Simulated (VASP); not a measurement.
Wanted: the native input for a VASP 6.6.1 run.

```yaml
Task: relaxation of cell and atoms
Functional: PBE
Potentials_or_basis: VASP PAW PBE potentials, release 64 (Cs_sv, I)
Cutoff: 500 eV
k_mesh: 6 × 6 × 6
Occupations: gaussian, width 0.01 eV
Spin: no spin polarisation
Dipole_correction: no
Further_INCAR_settings: ALGO = Normal; EDIFF = 1e-07; IBRION = 2; EDIFFG = -0.001; NSW = 80; ISIF = 3
```

The structure of CsI lies in POSCAR:

```
CsI
1.0
    4.6660157997      0.0000000000      0.0000000000
    0.0000000000      4.6660157997      0.0000000000
    0.0000000000      0.0000000000      4.6660157997
Cs I
1 1
Direct
    0.0000000000      0.0000000000      0.0000000000
    0.5000000000      0.5000000000      0.5000000000
```

The input as run:

INCAR

```
PREC = Accurate
ENCUT = 500
EDIFF = 1E-7
ISMEAR = 0
SIGMA = 0.01
LREAL = F
LASPH = T
NELM = 120
ALGO = Normal
ISIF = 3
LWAVE = F
LCHARG = F
GGA = PE
IBRION = 2
NSW = 80
EDIFFG = -0.001
GGA_COMPAT = F
NELMIN = 4
```

KPOINTS

```
Automatic mesh
0
Gamma
  6 6 6
```

Potentials or basis: VASP PAW PBE potentials, release 64 (Cs_sv, I).

Launch:

```sh
$ cat potpaw_PBE.64/Cs_sv/POTCAR potpaw_PBE.64/I/POTCAR > POTCAR
$ mpirun -np 1 vasp_std > vasp.out
```

It gave:

```
Relaxed volume                         : 50.93 Å³/atom
Relaxed cell                           : a = 4.670 Å, b = 4.670 Å, c = 4.670 Å, α = 90.00°, β = 90.00°, γ = 90.00°
Space group after relaxing (to 0.05 Å) : Pm-3m (No. 221)
Energy gained by relaxing              : 0.0 meV/atom
Ionic steps                            : 3
Pressure after relaxing                : 0.0 GPa
Band gap on the k mesh                 : 3.67 eV, indirect (least direct gap 3.76 eV)
```

Caveat: spin-orbit coupling is left out, which moves the levels of the heavy elements.

It took 23 s on 1 thread of Intel(R) Xeon(R) 6975P-C (Granite Rapids), on a shared host, peak memory 0.22 GiB.
